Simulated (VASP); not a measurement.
# RbBr (Fmmm) in VASP: a series of runs, part 2 of 2

VASP 6.6.1. Earlier steps stand in the parts before.

## Step 4: Single point, PBE (strain +0.0375 x Voigt [1, -1, 0, 0, 0, 0])

INCAR reads:

```
ALGO = Normal
EDIFF = 1E-6
ENCUT = 520
GGA = PE
ISIF = 2
ISMEAR = 0
LASPH = T
LCHARG = F
LREAL = F
LWAVE = F
NBANDS = 15
NELM = 60
PREC = Accurate
SIGMA = 0.05
```

KPOINTS reads:

```
k-points
0
Gamma
  6 6 6
```

POSCAR reads:

```
RbBr
1.0
    0.0000000000      3.2989687500      3.4275000000
    3.5560312500      0.0000000000      3.4275000000
    3.5560312500      3.2989687500      0.0000000000
Rb Br
1 1
Direct
    0.0000000000      0.0000000000      0.0000000000
    0.5000000000      0.5000000000      0.5000000000
```

On the command line:

```bash
> cat potpaw_PBE.64/Rb_sv/POTCAR potpaw_PBE.64/Br/POTCAR > POTCAR
> mpirun -np 1 vasp_std > vasp.out
```

Wall time 82 s (1 thread of Intel Xeon 8259CL, shared host); peak memory 0.24 GiB.

The run converged. Its results:

* Free energy: -6.0725 eV
* Pressure: 1.2 GPa
* Band gap on the k mesh: 4.30 eV

Stress tensor (GPa, compression positive):
```
0.04 0.00 0.00
0.00 2.65 0.00
0.00 0.00 1.04
```

Levels at points of the mesh, in eV from the valence-band top:
| k point | band 4 | band 5 | band 6 | band 7 | band 8 | band 9 | band 10 | band 11 | band 12 | band 13 |
| --- | --- | --- | --- | --- | --- | --- | --- | --- | --- | --- |
| (0.00, 0.00, 0.00) | -8.54 | -8.53 | -0.09 | -0.06 | 0.00 | 4.30 | 7.01 | 7.23 | 7.46 | 7.96 |
| (0.50, 0.00, 0.00) | -8.54 | -8.46 | -1.05 | -0.42 | -0.41 | 6.75 | 7.65 | 9.42 | 9.48 | 9.90 |
| (0.50, 0.50, 0.00) | -8.64 | -8.59 | -0.53 | -0.23 | -0.17 | 5.57 | 7.06 | 9.14 | 9.19 | 9.41 |
| (0.50, 0.00, 0.50) | -8.63 | -8.61 | -0.44 | -0.27 | -0.25 | 5.51 | 7.14 | 9.25 | 9.29 | 9.46 |
| (0.00, 0.50, 0.50) | -8.62 | -8.59 | -0.59 | -0.19 | -0.14 | 5.60 | 7.05 | 8.99 | 9.10 | 9.38 |

Caveat: the cell differs from its parent crystal (strain +0.0375 x Voigt [1, -1, 0, 0, 0, 0]).

## Step 5: Single point, PBE (strain +0.0562 x Voigt [1, -1, 0, 0, 0, 0])

INCAR reads:

```
SYSTEM = RbBr
  PREC = Accurate
  ENCUT = 520
  EDIFF = 1E-6
  ISMEAR = 0
  SIGMA = 0.05
  LREAL = .FALSE.
  LASPH = .TRUE.
  NELM = 60
  ALGO = Normal
  ISIF = 2
  LWAVE = .FALSE.
  LCHARG = .FALSE.
  GGA = PE
  NBANDS = 15
```

KPOINTS reads:

```
regular mesh
0
G
  6 6 6
  0 0 0
```

POSCAR reads:

```
RbBr
1.0
    0.0000000000      3.2348745000      3.4275000000
    3.6201255000      0.0000000000      3.4275000000
    3.6201255000      3.2348745000      0.0000000000
Rb Br
1 1
Direct
    0.0000000000      0.0000000000      0.0000000000
    0.5000000000      0.5000000000      0.5000000000
```

Potentials or basis: VASP PAW PBE potentials, release 64 (Rb_sv, Br).

On the command line:

```bash
> cat potpaw_PBE.64/Rb_sv/POTCAR potpaw_PBE.64/Br/POTCAR > POTCAR
> mpirun -np 1 vasp_std > vasp.out
```

OUTCAR:

```text
SYSTEM = RbBr
   PREC = Accurate
   ENCUT = 520
   EDIFF = 1E-6
   ISMEAR = 0
   LREAL = .FALSE.
   LASPH = .TRUE.
   NELM = 60
   ISIF = 2
   GGA = PE

 ion  position               nearest neighbor table
   1  0.000  0.000  0.000-   2 3.23   2 3.23   2 3.43   2 3.43   2 3.62   2 3.62
   2  0.500  0.500  0.500-   1 3.23   1 3.23   1 3.43   1 3.43   1 3.62   1 3.62

  LATTYP: Found a face centered orthorhombic cell.
 ALAT       =     6.4697490000
 B/A-ratio  =     1.0595465141
 C/A-ratio  =     1.1190930282

  Lattice vectors:

 A1 = (  -3.6201255000,   0.0000000000,  -3.4275000000)
 A2 = (  -3.6201255000,   3.2348745000,   0.0000000000)
 A3 = (   0.0000000000,   3.2348745000,  -3.4275000000)

Analysis of symmetry for initial positions (statically):
=====================================================================
 Subroutine PRICEL returns:
 Original cell was already a primitive cell.

 Routine SETGRP: Setting up the symmetry group for a
 face centered orthorhombic supercell.

 Subroutine GETGRP returns: Found  8 space group operations
 (whereof  8 operations were pure point group operations)
 out of a pool of  8 trial point group operations.

[... 178 lines left out ...]
      8      -1.6487      2.00000
      9       2.6038      0.00000
     10       5.2301      0.00000
     11       5.5567      0.00000
     12       5.9049      0.00000
     13       6.2059      0.00000
     14       6.7289      0.00000
[... 401 lines left out ...]
      2     -13.9617      2.00000
      3     -10.2734      2.00000
      4     -10.2672      2.00000
      5     -10.1658      2.00000
      6      -2.4753      2.00000
      7      -2.0885      2.00000
      8      -2.0320      2.00000
      9       4.9179      0.00000
     10       5.0589      0.00000
     11       7.1909      0.00000
     12       7.7870      0.00000
     13       7.8432      0.00000
     14       8.7163      0.00000
     15       9.2270      0.00000

 [... further k-points ...]

------------------------ aborting loop because EDIFF is reached ----------------------------------------

  FORCE on cell =-STRESS in cart. coord.  units (eV):
  Direction    XX          YY          ZZ          XY          YZ          ZX
  --------------------------------------------------------------------------------------
  -------------------------------------------------------------------------------------
  Total       -0.1403149      1.9084321      0.5369951      0.0000000      0.0000000      0.0000000
  in kB       -2.8004370     38.0889294     10.7174735      0.0000000      0.0000000      0.0000000
  external PRESSURE =      15.3353220 kB  Pullay stress =       0.0000000 kB

 VOLUME and BASIS-vectors are now :
 -----------------------------------------------------------------------------
  energy-cutoff  :      520.00
  volume of cell :       80.28
      direct lattice vectors                 reciprocal lattice vectors
     0.000000000  3.234874500  3.427500000    -0.138116759  0.154565502  0.145878920
     3.620125500  0.000000000  3.427500000     0.138116759 -0.154565502  0.145878920
     3.620125500  3.234874500  0.000000000     0.138116759  0.154565502 -0.145878920

 POSITION                                       TOTAL-FORCE (eV/Angst)
 -----------------------------------------------------------------------------------
      0.00000      0.00000      0.00000         0.000000     -0.000000     -0.000000
      3.62013      3.23487      3.42750         0.000000      0.000000      0.000000
 -----------------------------------------------------------------------------------
    total drift:                                0.000000      0.000000      0.000000

  FREE ENERGIE OF THE ION-ELECTRON SYSTEM (eV)
  ---------------------------------------------------
  free  energy   TOTEN  =        -6.0397256728 eV

  energy  without entropy=       -6.0397256728  energy(sigma->0) =       -6.03972567
```

Wall time 58 s (1 thread of Intel Xeon 8259CL, shared host); peak memory 0.24 GiB.

What came out:

* Free energy: -6.0397 eV
* Pressure: 1.5 GPa
* Band gap on the k mesh: 4.25 eV

Levels at points of the mesh, in eV from the valence-band top:
```tsv
k point	band 6	band 7	band 8	band 9	band 10	band 11
(0.00, 0.00, 0.00)	-0.15	-0.10	0.00	4.25	6.88	7.21
(0.50, 0.00, 0.00)	-1.10	-0.47	-0.46	6.71	7.59	9.40
(0.50, 0.50, 0.00)	-0.57	-0.28	-0.17	5.55	7.01	9.09
(0.50, 0.00, 0.50)	-0.41	-0.32	-0.30	5.45	7.16	9.28
(0.00, 0.50, 0.50)	-0.66	-0.22	-0.13	5.58	7.00	8.86
```

Caveat: the cell differs from its parent crystal (strain +0.0562 x Voigt [1, -1, 0, 0, 0, 0]).

## Step 6: Overview

```tsv
cell	gap on the mesh (eV)	pressure (GPa)
a = 4.626, b = 5.079, c = 4.868 Å, angles 55.4, 64.6, 60.0°, 2 atoms	4.11	2.5
a = 5.032, b = 4.669, c = 4.861 Å, angles 63.7, 56.3, 60.0°, 2 atoms	4.19	2.0
a = 4.757, b = 4.939, c = 4.851 Å, angles 58.1, 61.9, 60.0°, 2 atoms	4.30	1.2
a = 4.713, b = 4.985, c = 4.855 Å, angles 57.2, 62.8, 60.0°, 2 atoms	4.25	1.5
```

Alike in all rows: task single point; level PBE; potentials or basis VASP PAW PBE potentials, release 64 (Rb_sv, Br); no spin polarisation; k mesh 6 × 6 × 6; cutoff (eV) 520; smearing gaussian 0.05 eV.

Total energies depend on the potentials used, so only differences within one code and one set of settings carry meaning.
